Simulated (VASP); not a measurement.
Input of a VASP 6.6.1 run:

Contents of INCAR:

```
SYSTEM = BN
PREC     = Accurate       ! precision mode
ENCUT    = 520            ! plane-wave cutoff, eV
EDIFF    = 1E-7           ! SCF threshold, eV
ISMEAR   = 0              ! smearing method
SIGMA    = 0.05           ! smearing width, eV
LREAL    = .FALSE.        ! projectors in reciprocal space
LASPH    = .TRUE.         ! aspherical terms in the spheres
NELM     = 80             ! most SCF steps
ALGO     = Normal         ! electronic algorithm
ISIF     = 2              ! what is computed and relaxed
LWAVE    = .FALSE.        ! write WAVECAR
LCHARG   = .TRUE.         ! write CHGCAR
GGA      = PE             ! functional
LELF     = .TRUE.         ! ELF
LVHAR    = .TRUE.       
NBANDS   = 16             ! bands
```

Contents of KPOINTS:

```
Automatic mesh
0
G
  6 6 6
  0 0 0
```

The input POSCAR:

```
BN
1.0
    0.0000000000     -1.8123937734     -1.7882889362
   -1.7882889362      0.0000000000     -1.7882889362
    1.7882889362      1.8123937734     -3.5765778724
B N
2 2
Direct
   -0.0063974680      0.0285243107      0.0000000000
    0.5063974680      0.4714756893      0.5000000000
    0.3684530531      0.4041907904      0.8750000000
    0.8815469469      0.8458092096      0.3750000000
```

Potentials or basis: VASP PAW PBE potentials, release 64 (B, N).

The run is started by

```console
$ cat potpaw_PBE.64/B/POTCAR potpaw_PBE.64/N/POTCAR > POTCAR
$ mpirun -np 1 vasp_std > vasp.out
```

Q: Predict the band gap on the k mesh.

A: 4.31 eV.

Q: Estimate the pressure.

A: 10.6 GPa.

Q: Predict the largest force.

A: 0.810 eV/Å.

Stress tensor (GPa, compression positive):
```
12.52  0.21 -0.36
 0.21  5.90 -0.07
-0.36 -0.07 13.30
```

Caveat: the k points lie up to 0.48 Å⁻¹ apart. A k mesh can miss the band edges.
